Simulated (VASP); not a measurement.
# Ru (P6_3/mmc) in VASP: notebook

Runs on Ru. Level: PBEsol. Tasks: electric field gradients.

Program: VASP 6.6.1. These are calculated values, not measurements. Logs are shortened: lines on timing, memory, paths and dates and some standing lists are left out, and cuts for length are marked.

### Step 1. The cell of the first run

The structure is hexagonal, space group P6_3/mmc (No. 194). The conventional cell has a = 2.669 Å, b = 2.669 Å, c = 4.224 Å, α = 90.00°, β = 90.00°, γ = 120.00°. Within 3.4 Å of Ru (site symmetry -6m2) lie 12 Ru at 2.61 to 2.67 Å.

### Step 2. Electric field gradients, PBEsol (volume scaled by 0.96)

The input, INCAR:

```
SYSTEM = Ru
  PREC = Accurate
  ENCUT = 520
  EDIFF = 1E-8
  ISMEAR = -1
  SIGMA = 0.03
  LREAL = .FALSE.
  LASPH = .TRUE.
  NELM = 80
  ALGO = Normal
  ISIF = 2
  LWAVE = .FALSE.
  LCHARG = .FALSE.
  GGA = PS
  LEFG = .TRUE.
  NBANDS = 21
```

The input, KPOINTS:

```
regular mesh
0
G
  14 14 8
  0 0 0
```

The input, POSCAR:

```
Ru
1.0
    2.6692299955      0.0000000000      0.0000000000
   -1.3346149977      2.3116209847      0.0000000000
    0.0000000000      0.0000000000      4.2240293924
Ru
2
Direct
    0.3333333333      0.6666666667      0.2500000000
    0.6666666667      0.3333333333      0.7500000000
```

Potentials or basis: VASP PAW PBE potentials, release 64 (Ru_pv).

Command:

```bash
cat potpaw_PBE.64/Ru_pv/POTCAR > POTCAR
mpirun -np 1 vasp_std > vasp.out
```

OUTCAR:

```text
SYSTEM = Ru
   PREC = Accurate
   ENCUT = 520
   EDIFF = 1E-8
   ISMEAR = -1
   LREAL = .FALSE.
   LASPH = .TRUE.
   NELM = 80
   ISIF = 2
   GGA = PS

 ion  position               nearest neighbor table
   1  0.333  0.667  0.250-   2 2.61   2 2.61   2 2.61   2 2.61   2 2.61   2 2.61
   2  0.667  0.333  0.750-   1 2.61   1 2.61   1 2.61   1 2.61   1 2.61   1 2.61

  LATTYP: Found a hexagonal cell.
 ALAT       =     2.6692299955
 C/A-ratio  =     1.5824898564

  Lattice vectors:

 A1 = (   2.6692299955,   0.0000000000,   0.0000000000)
 A2 = (  -1.3346149977,   2.3116209847,   0.0000000000)
 A3 = (   0.0000000000,   0.0000000000,   4.2240293924)

Analysis of symmetry for initial positions (statically):
=====================================================================
 Subroutine PRICEL returns:
 Original cell was already a primitive cell.

 Routine SETGRP: Setting up the symmetry group for a
 hexagonal supercell.

 Subroutine GETGRP returns: Found 24 space group operations
 (whereof 12 operations were pure point group operations)
 out of a pool of 24 trial point group operations.

The static configuration has the point symmetry D_3d.
 The point group associated with its full space group is D_6h.

Analysis of symmetry for dynamics (positions and initial velocities):
=====================================================================
 Subroutine PRICEL returns:
 Original cell was already a primitive cell.

 Routine SETGRP: Setting up the symmetry group for a
 hexagonal supercell.

 Subroutine GETGRP returns: Found 24 space group operations
 (whereof 12 operations were pure point group operations)
 out of a pool of 24 trial point group operations.

The dynamic configuration has the point symmetry D_3d.
 The point group associated with its full space group is D_6h.

 Subroutine INISYM returns: Found 24 space group operations
 (whereof 12 operations are pure point group operations),
 and found     1 'primitive' translations

----------------------------------------------------------------------------------------

                                     Primitive cell

  volume of cell :      26.0633

  direct lattice vectors                    reciprocal lattice vectors
     2.669229995  0.000000000  0.000000000     0.374639878  0.216298434  0.000000000
    -1.334614998  2.311620985  0.000000000     0.000000000  0.432596869  0.000000000
     0.000000000  0.000000000  4.224029392     0.000000000  0.000000000  0.236740777

  length of vectors
     2.669229995  2.669229996  4.224029392     0.432596869  0.432596869  0.236740777

  position of ions in fractional coordinates (direct lattice)
     0.333333333  0.666666667  0.250000000
     0.666666667  0.333333333  0.750000000

  ion indices of the primitive-cell ions
   primitive index   ion index
                 1           1
                 2           2

----------------------------------------------------------------------------------------

 KPOINTS: regular mesh

Automatic generation of k-mesh.
 Grid dimensions read from file:
 generate k-points for:   14   14    8

 Generating k-lattice:

  Cartesian coordinates                     Fractional coordinates (reciprocal lattice)
     0.026759991  0.015449888  0.000000000     0.071428571  0.000000000  0.000000000
     0.000000000  0.030899776  0.000000000     0.000000000  0.071428571  0.000000000
     0.000000000  0.000000000  0.029592597     0.000000000  0.000000000  0.125000000

  Length of vectors
     0.030899776  0.030899776  0.029592597

  Shift w.r.t. Gamma in fractional coordinates (k-lattice)
     0.000000000  0.000000000  0.000000000

 Subroutine IBZKPT returns following result:
 ===========================================

 Found    120 irreducible k-points:

 Following reciprocal coordinates:
            Coordinates               Weight
  0.000000  0.000000  0.000000      1.000000
  0.071429  0.000000  0.000000      6.000000
  0.142857  0.000000  0.000000      6.000000
  0.214286 -0.000000  0.000000      6.000000
  0.285714 -0.000000  0.000000      6.000000
  0.357143 -0.000000  0.000000      6.000000
[... 16 lines left out ...]
  0.285714  0.285714  0.000000      6.000000
  0.357143  0.285714  0.000000      6.000000
 [... further k-points ...]
   k-points           NKPTS =    120   k-points in BZ     NKDIM =    120   number of bands    NBANDS=     21
   number of dos      NEDOS =    301   number of ions     NIONS =      2
   total plane-waves  NPLWV =  12800
   dimension x,y,z NGX =    20 NGY =   20 NGZ =   32
   dimension x,y,z NGXF=    40 NGYF=   40 NGZF=   64
   ions per type =               2
   NGX,Y,Z   is equivalent  to a cutoff of  12.46, 12.46, 12.59 a.u.
   NGXF,Y,Z  is equivalent  to a cutoff of  24.91, 24.91, 25.19 a.u.
 SYSTEM =  Ru
   PREC   = accura    normal or accurate (medium, high low for compatibility)
   ISTART =      0    job   : 0-new  1-cont  2-samecut
   ICHARG =      2    charge: 1-file 2-atom 10-const
   ISPIN  =      1    spin polarized calculation?
   LNONCOLLINEAR =      F non collinear calculations
   LSORBIT =      F    spin-orbit coupling
   LASPH  =      T    aspherical Exc in radial PAW
   ENCUT  =  520.0 eV  38.22 Ry    6.18 a.u.   4.96  4.96  7.85*2*pi/ulx,y,z
   NELM   =     80;   NELMIN=  2; NELMDL= -5     # of ELM steps
   EDIFF  = 0.1E-07   stopping-criterion for ELM
   LREAL  =      F    real-space projection
   EDIFFG = 0.1E-06   stopping-criterion for IOM
   NSW    =      0    number of steps for IOM
   IBRION =     -1    ionic relax: 0-MD 1-quasi-New 2-CG
   NFREE  =      0    steps in history (QN), initial steepest desc. (CG)
   ISIF   =      2    stress and relaxation
   ISYM   =      2    0-nonsym 1-usesym 2-fastsym
   POTIM  = 0.5000    time-step for ionic-motion
   TEBEG  =    0.0;   TEEND  =   0.0 temperature during run
   PSTRESS=    0.0 pullay stress
   NELECT =      28.0000    total number of electrons
   NUPDOWN=      -1.0000    fix difference up-down
   EMIN   =  10.00;   EMAX   =-10.00  energy-range for DOS
   EFERMI =   0.00;   METHOD = LEGACY
   ISMEAR =    -1;   SIGMA  =   0.03  broadening in eV -4-tet -1-fermi 0-gaus
   EFERMI_NEDOS =   21; number of points for ismear=-14 and -15
   IALGO  =     38    algorithm
   IMIX   =      4    mixing-type and parameters
     AMIX     =   0.40;   BMIX     =  1.00
     AMIX_MAG =   1.60;   BMIX_MAG =  1.00
  volume/ion in A,a.u.               =      13.03        87.94
  Fermi-wavevector in a.u.,A,eV,Ry     =   1.676683  3.168472 38.249599  2.811266
  Thomas-Fermi vector in A             =   2.761083
   LORBIT       =      0    0 simple, 1 ext, 2 COOP (PROOUT), +10 PAW based schemes
   GGA     = PS    functional components
   LHFCALC =     F    Hartree Fock is set to
   AEXX    =    0.0000 exact exchange contribution
   IVDW    =     0    specifies the selected vdW correction
   LEPSILON=     F    determine dielectric tensor
   LRPA    =     F    only Hartree local field effects (RPA)
 non-spin polarized calculation
  energy-cutoff  :      520.00
  volume of cell :       26.06
 maximum number of plane-waves:       722
 NGX is ok and might be reduce to    20
   NGX =  9   NGY =  9   NGZ = 15

 number of electron      27.9999991 magnetization

 Free energy of the ion-electron system (eV)
  ---------------------------------------------------
  ext. energy  EPLUGINS =         0.00000000
  ---------------------------------------------------
  free energy    TOTEN  =       -20.32418350 eV

  energy without entropy =      -20.31773262  energy(sigma->0) =      -20.32095806

 E-fermi :  13.4486     XC(G=0): -14.5361

 val. band max:       13.4299060803   @ k =   0.2857   0.1429   0.1250
 cond. band min:      13.4561067118   @ k =   0.0000   0.0000   0.3750
 fundamental gap:      0.0262006316
 Fermi energy:        13.4486015931

 k-point     1 :       0.0000    0.0000    0.0000
  band No.  band energies     occupation
      1     -30.3090      2.00000
      2     -29.2281      2.00000
      3     -29.2281      2.00000
      4     -29.0340      2.00000
      5     -29.0340      2.00000
      6     -28.9937      2.00000
[... 13 lines left out ...]
     20      23.6946      0.00000
     21      24.2746      0.00000

 k-point     2 :       0.0714    0.0000    0.0000
  band No.  band energies     occupation
      1     -30.2890      2.00000
      2     -29.2711      2.00000
      3     -29.2426      2.00000
      4     -29.0788      2.00000
      5     -29.0398      2.00000
      6     -29.0029      2.00000
[... 13 lines left out ...]
     20      23.6945      0.00000
     21      24.2456      0.00000
[... 487 lines left out ...]
      5     -29.4464      2.00000
      6     -29.4112      2.00000
[... 13 lines left out ...]
     20      23.6953      0.00000
     21      23.6975      0.00000

 k-point    24 :       0.3571    0.2857    0.0000
  band No.  band energies     occupation
      1     -29.9443      2.00000
      2     -29.7341      2.00000
      3     -29.7290      2.00000
      4     -29.5814      2.00000
      5     -29.4877      2.00000
      6     -29.4751      2.00000
[... 13 lines left out ...]
     20      23.6956      0.00000
     21      23.6964      0.00000

 [... further k-points ...]
[... 5 lines left out ...]
  --------------------------------------------------------------------------------------
  -------------------------------------------------------------------------------------
  Total        1.3789094      1.3789094      1.1607945      0.0000000      0.0000000     -0.0000000
  in kB       84.7650402     84.7650402     71.3569658      0.0000000      0.0000000     -0.0000000
  external PRESSURE =      80.2956820 kB  Pullay stress =       0.0000000 kB

 VOLUME and BASIS-vectors are now :
 -----------------------------------------------------------------------------
  energy-cutoff  :      520.00
  volume of cell :       26.06
      direct lattice vectors                 reciprocal lattice vectors
     2.669229995  0.000000000  0.000000000     0.374639878  0.216298434  0.000000000
    -1.334614998  2.311620985  0.000000000     0.000000000  0.432596869  0.000000000
     0.000000000  0.000000000  4.224029392     0.000000000  0.000000000  0.236740777

 POSITION                                       TOTAL-FORCE (eV/Angst)
 -----------------------------------------------------------------------------------
     -0.00000      1.54108      1.05601         0.000000      0.000000      0.000000
      1.33461      0.77054      3.16802        -0.000000     -0.000000      0.000000
 -----------------------------------------------------------------------------------
    total drift:                               -0.000000      0.000000     -0.000000

  FREE ENERGIE OF THE ION-ELECTRON SYSTEM (eV)
  ---------------------------------------------------
  free  energy   TOTEN  =       -20.3241835014 eV

  energy  without entropy=      -20.3177326211  energy(sigma->0) =      -20.32095806

 Electric field gradients (V/A^2)
---------------------------------------------------------------------
 ion       V_xx      V_yy      V_zz      V_xy      V_xz      V_yz
---------------------------------------------------------------------
   1       7.255     7.255   -14.510     0.000     0.000    -0.000
   2       7.255     7.255   -14.510     0.000    -0.000     0.000
---------------------------------------------------------------------

 Electric field gradients after diagonalization (V/A^2)
 (convention: |V_zz| > |V_xx| > |V_yy|)
----------------------------------------------------------------------
 ion       V_xx      V_yy      V_zz     asymmetry (V_yy - V_xx)/ V_zz
----------------------------------------------------------------------
   1       7.256     7.255   -14.510       0.000
   2       7.256     7.255   -14.510       0.000
----------------------------------------------------------------------

           NMR quadrupolar parameters

 Cq : quadrupolar parameter    Cq=e*Q*V_zz/h
 eta: asymmetry parameters     (V_yy - V_xx)/ V_zz
 Q  : nuclear electric quadrupole moment in mb (millibarn)
----------------------------------------------------------------------
 ion       Cq(MHz)       eta       Q (mb)
----------------------------------------------------------------------
   1      -0.035       0.000       1.000
   2      -0.035       0.000       1.000
----------------------------------------------------------------------
```

Wall time 22 s (1 thread of Intel Xeon 6975P-C (Granite Rapids), shared host); peak memory 0.17 GiB.

Results:

```
Free energy            : -20.3242 eV
Pressure               : 8.0 GPa
Band gap on the k mesh : zero (band 14 reaches 15.22 eV, above the bottom of band 15 at 11.86 eV)
```

Stress tensor (GPa, compression positive):
```
8.48 0.00 0.00
0.00 8.48 0.00
0.00 0.00 7.14
```

Levels at points of the mesh, in eV from the Fermi level:
```
           k point  band 10  band 11  band 12  band 13  band 14  band 15  band 16  band 17  band 18  band 19
(0.00, 0.00, 0.00)    -2.76    -2.57    -2.02    -2.02    -1.46    -1.46     1.28     1.28     1.30    10.22
(0.50, 0.00, 0.00)    -3.20    -2.19    -1.88    -1.60     1.56     2.01     2.09     4.31     6.42    10.24
(0.00, 0.00, 0.50)    -2.93    -2.93    -2.93    -2.86    -2.86     0.61     0.61     0.61     0.61    10.25
(0.50, 0.00, 0.50)    -4.81    -1.12    -1.12     0.47     0.47     1.83     1.83     3.55     3.55    10.23
```

Electric field gradients, principal values (V/Å²):
```csv
atom,least,middle,greatest (by size)
1 Ru,7.255,7.256,-14.510
2 Ru,7.255,7.256,-14.510
```

Caveat: without QUAD_EFG the Cq values of the log hold for a quadrupole moment of 1 mb, not for the nuclei; the PAW data sets were made with another functional, which shifts forces and pressure a little.

### Step 3. Electric field gradients, PBEsol (volume scaled by 0.99)

The input, INCAR:

```
PREC = Accurate
ENCUT = 520
EDIFF = 1E-8
ISMEAR = -1
SIGMA = 0.03
LREAL = F
LASPH = T
NELM = 100
ALGO = Normal
ISIF = 2
LWAVE = F
LCHARG = F
GGA = PS
LEFG = T
NBANDS = 21
```

The input, KPOINTS:

```
Automatic mesh
0
Gamma
  14 14 8
```

The input, POSCAR:

```
Ru
1.0
    2.6967497705      0.0000000000      0.0000000000
   -1.3483748852      2.3354538089      0.0000000000
    0.0000000000      0.0000000000      4.2675791572
Ru
2
Direct
    0.3333333333      0.6666666667      0.2500000000
    0.6666666667      0.3333333333      0.7500000000
```

Potentials or basis: VASP PAW PBE potentials, release 64 (Ru_pv).

Command:

```bash
cat potpaw_PBE.64/Ru_pv/POTCAR > POTCAR
mpirun -np 1 vasp_std > vasp.out
```

OUTCAR:

```text
PREC = Accurate
   ENCUT = 520
   EDIFF = 1E-8
   ISMEAR = -1
   LREAL = F
   LASPH = T
   NELM = 100
   ISIF = 2
   GGA = PS

 ion  position               nearest neighbor table
   1  0.333  0.667  0.250-   2 2.64   2 2.64   2 2.64   2 2.64   2 2.64   2 2.64
   2  0.667  0.333  0.750-   1 2.64   1 2.64   1 2.64   1 2.64   1 2.64   1 2.64

  LATTYP: Found a hexagonal cell.
 ALAT       =     2.6967497705
 C/A-ratio  =     1.5824898564

  Lattice vectors:

[... 790 lines left out ...]

  FREE ENERGIE OF THE ION-ELECTRON SYSTEM (eV)
  ---------------------------------------------------
  free  energy   TOTEN  =       -20.3366626258 eV

  energy  without entropy=      -20.3298862211  energy(sigma->0) =      -20.33327442

 Electric field gradients (V/A^2)
---------------------------------------------------------------------
 ion       V_xx      V_yy      V_zz      V_xy      V_xz      V_yz
---------------------------------------------------------------------
   1       6.804     6.805   -13.609     0.002     0.000    -0.000
   2       6.804     6.805   -13.609     0.002    -0.000     0.000
---------------------------------------------------------------------

 Electric field gradients after diagonalization (V/A^2)
 (convention: |V_zz| > |V_xx| > |V_yy|)
----------------------------------------------------------------------
 ion       V_xx      V_yy      V_zz     asymmetry (V_yy - V_xx)/ V_zz
----------------------------------------------------------------------
   1       6.806     6.803   -13.609       0.000
   2       6.806     6.803   -13.609       0.000
----------------------------------------------------------------------

           NMR quadrupolar parameters

 Cq : quadrupolar parameter    Cq=e*Q*V_zz/h
 eta: asymmetry parameters     (V_yy - V_xx)/ V_zz
 Q  : nuclear electric quadrupole moment in mb (millibarn)
----------------------------------------------------------------------
 ion       Cq(MHz)       eta       Q (mb)
----------------------------------------------------------------------
   1      -0.033       0.000       1.000
   2      -0.033       0.000       1.000
----------------------------------------------------------------------
```

stdout:

```text
POSCAR found type information on POSCAR Ru
 POSCAR found :  1 types and       2 ions
 scaLAPACK will be used
 -----------------------------------------------------------------------------
|                                                                             |
|                                                                             |
|     You enforced a specific xc type in the INCAR file but a different       |
|     I HOPE YOU KNOW WHAT YOU ARE DOING!                                     |
|                                                                             |
 -----------------------------------------------------------------------------

 LDA part: xc-table for (Slater+PW92), standard interpolation
 POSCAR, INCAR and KPOINTS ok, starting setup
 FFT: planning ... GRIDC
 FFT: planning ... GRID_SOFT
 FFT: planning ... GRID
 WAVECAR not read
 entering main loop
ion   1

ion   2
```

It took 22 s on 1 thread of Intel Xeon 6975P-C (Granite Rapids), shared host; peak memory 0.17 GiB.

Results:

| Item | Value |
| --- | --- |
| Free energy | -20.3367 eV |
| Pressure | -3.1 GPa |
| Band gap on the k mesh | zero (band 14 reaches 14.55 eV, above the bottom of band 15 at 11.35 eV) |

Stress tensor (GPa, compression positive):
```
-2.43  0.00  0.00
 0.00 -2.43  0.00
 0.00  0.00 -4.32
```

Electric field gradients, principal values (V/Å²):
| atom | least | middle | greatest (by size) |
| --- | --- | --- | --- |
| 1 Ru | 6.803 | 6.806 | -13.609 |
| 2 Ru | 6.803 | 6.806 | -13.609 |

Caveat: without QUAD_EFG the Cq values of the log hold for a quadrupole moment of 1 mb, not for the nuclei; the PAW data sets were made with another functional, which shifts forces and pressure a little.

[end of part 1 of 2]
